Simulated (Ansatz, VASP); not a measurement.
# Eu in VASP and in Ansatz

```
CELL_PARAMETERS angstrom
0.00000 2.70476 2.70476
2.70476 0.00000 2.70476
2.70476 2.70476 0.00000
ATOMIC_POSITIONS crystal
Eu 0.00000 0.00000 0.00000
```

Change from the starting cell: volume scaled by 0.96.

Alike in both runs: task single point; functional PBE; k mesh 12 × 12 × 12; occupations fermi-dirac, width 0.03 eV; collinear spin.

```csv
,VASP,Ansatz
version,VASP 6.6.1,Ansatz 0.2.0
potentials or method,"VASP PAW PBE potentials, release 64 (Eu), cutoff 520 eV","all-electron LAPW, scalar-relativistic"
```

Ansatz gave:

| Property | Result |
| --- | --- |
| pressure (GPa) | 0.8 |
| net moment per atom (μB) | 7.54 |
| size of the moment on the site where the two differ most (μB) | 7.34 |

Task: Which values does VASP return?

Result: Pressure (GPa): 0.5; net moment per atom (μB): 7.54; size of the moment on the site where the two differ most (μB): 6.74.

Site moments also hang on the region over which each program counts them. Ansatz ran all-electron here, and VASP with PAW potentials.

Spin-orbit coupling is off throughout.
